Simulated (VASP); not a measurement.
Set up this calculation in VASP 6.6.1, as the native input.

* Task: relaxation of cell and atoms
* Functional: HSE06
* Potentials or basis: VASP PAW PBE potentials, release 64 (Na_pv, S)
* Cutoff: 500 eV
* k mesh: 4 × 4 × 4
* Occupations: fermi-dirac, width 0.02 eV
* Spin: no spin polarisation
* Dipole correction: no
* Grid for exact exchange (PRECFOCK): Normal
* Further INCAR settings: ALGO = Normal; EDIFF = 1e-07; IBRION = 2; EDIFFG = -0.005; NSW = 80; ISIF = 3
* Share of exact exchange: 0.25
* Screening parameter: 0.2079 1/Å

Crystal: Na2S.

```
Na S
1.0
     0.00000    3.25544    3.25544
     3.25544    0.00000    3.25544
     3.25544    3.25544    0.00000
Na S
2 1
Direct
  0.25000 0.25000 0.25000
  0.75000 0.75000 0.75000
  0.00000 0.00000 0.00000
```

One way to write it, as run:

POSCAR

```
Na2S
1.0
    0.0000000000      3.2554374590      3.2554374590
    3.2554374590      0.0000000000      3.2554374590
    3.2554374590      3.2554374590      0.0000000000
Na S
2 1
Direct
    0.2500000000      0.2500000000      0.2500000000
    0.7500000000      0.7500000000      0.7500000000
    0.0000000000      0.0000000000      0.0000000000
```

INCAR.step1

```
SYSTEM = Na2S
PREC = Accurate ; ENCUT = 500
EDIFF = 1E-5 ; ISMEAR = -1
SIGMA = 0.02 ; LREAL = .FALSE.
LASPH = .TRUE. ; NELM = 120
ALGO = Normal ; LWAVE = .TRUE.
LCHARG = .FALSE. ; GGA = PE
NBANDS = 17 ; GGA_COMPAT = .FALSE.
IBRION = 2 ; ISIF = 3
EDIFFG = -0.005 ; NELMIN = 4
NSW = 100
```

INCAR.step2

```
SYSTEM = Na2S
PREC = Accurate ; ENCUT = 500
EDIFF = 1E-7 ; ISMEAR = -1
SIGMA = 0.02 ; LREAL = .FALSE.
LASPH = .TRUE. ; NELM = 120
ALGO = Normal ; ISIF = 3
LWAVE = .FALSE. ; LCHARG = .FALSE.
GGA = PE ; LHFCALC = .TRUE.
HFSCREEN = 0.2079 ; PRECFOCK = Normal
IBRION = 2 ; NSW = 80
EDIFFG = -0.005 ; ISTART = 1
GGA_COMPAT = .FALSE. ; NELMIN = 4
```

KPOINTS

```
Automatic mesh
0
G
  4 4 4
  0 0 0
```

Potentials or basis: VASP PAW PBE potentials, release 64 (Na_pv, S).

Command:

```sh
$ cat potpaw_PBE.64/Na_pv/POTCAR potpaw_PBE.64/S/POTCAR > POTCAR
$ cp INCAR.step1 INCAR
$ mpirun -np 1 vasp_std > vasp.out
$ cp INCAR.step2 INCAR
$ mpirun -np 1 vasp_std > vasp.out
```

It gave:

```
Relaxed volume                        : 23.15 Å³/atom
Relaxed cell                          : a = 4.614 Å, b = 4.614 Å, c = 4.614 Å, α = 60.00°, β = 60.00°, γ = 60.00°
Space group after relaxing (to 0.1 Å) : Fm-3m (No. 225)
Energy gained by relaxing             : 0.1 meV/atom
Ionic steps                           : 3
Pressure after relaxing               : 0.0 GPa
Band gap on the k mesh                : 3.50 eV
```

Caveat: the PAW data sets were made with another functional, which shifts forces and pressure a little.

Wall time 23 min on 1 thread of AMD EPYC 9R45 96-Core Processor (Zen 5), with other jobs on the host, peak memory 0.28 GiB.
